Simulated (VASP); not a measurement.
Input of a VASP 6.6.1 run:

POSCAR

```
Os
1.0
    2.7341000000      0.0000000000      0.0000000000
   -1.3670500000      2.3678000565      0.0000000000
    0.0000000000      0.0000000000      4.3197000000
Os
2
Direct
    0.6666666667      0.3333333333      0.7500000000
    0.3333333333      0.6666666667      0.2500000000
```

INCAR.step1

```
SYSTEM = Os
PREC = Accurate ; ENCUT = 520
EDIFF = 1E-5 ; ISMEAR = -1
SIGMA = 0.05 ; LREAL = .FALSE.
LASPH = .TRUE. ; NELM = 80
ALGO = Normal ; ISIF = 2
LWAVE = .TRUE. ; LCHARG = .FALSE.
GGA = PE ; NBANDS = 15
```

The input INCAR.step2:

```
SYSTEM = Os
PREC = Accurate ; ENCUT = 520
EDIFF = 1E-6 ; ISMEAR = -1
SIGMA = 0.05 ; LREAL = .FALSE.
LASPH = .TRUE. ; NELM = 80
ALGO = Normal ; ISIF = 2
LWAVE = .FALSE. ; LCHARG = .FALSE.
METAGGA = R2SCAN ; LHFCALC = .TRUE.
AEXX = 0.1 ; LMIXTAU = .TRUE.
PRECFOCK = Normal ; ISTART = 1
NBANDS = 15
```

File KPOINTS:

```
regular mesh
0
G
  6 6 3
  0 0 0
```

Potentials or basis: VASP PAW PBE potentials, release 64 (Os).

The run is started by

```console
$ cat potpaw_PBE.64/Os/POTCAR > POTCAR
$ cp INCAR.step1 INCAR
$ mpirun -np 1 vasp_std > vasp.out
$ cp INCAR.step2 INCAR
$ mpirun -np 1 vasp_std > vasp.out
```

Q: Estimate the pressure.

A: -1.5 GPa.

Q: Predict the band gap on the k mesh.

A: Zero (band 8 reaches 11.62 eV, above the bottom of band 9 at 7.24 eV).

Stress tensor (GPa, compression positive):
```
 0.43  0.00  0.00
 0.00  0.43  0.00
 0.00  0.00 -5.23
```

Caveat: the k points lie up to 0.48 Å⁻¹ apart; the PAW data sets were made with another functional, which shifts forces and pressure a little; spin-orbit coupling is left out, which moves the levels of the heavy elements.
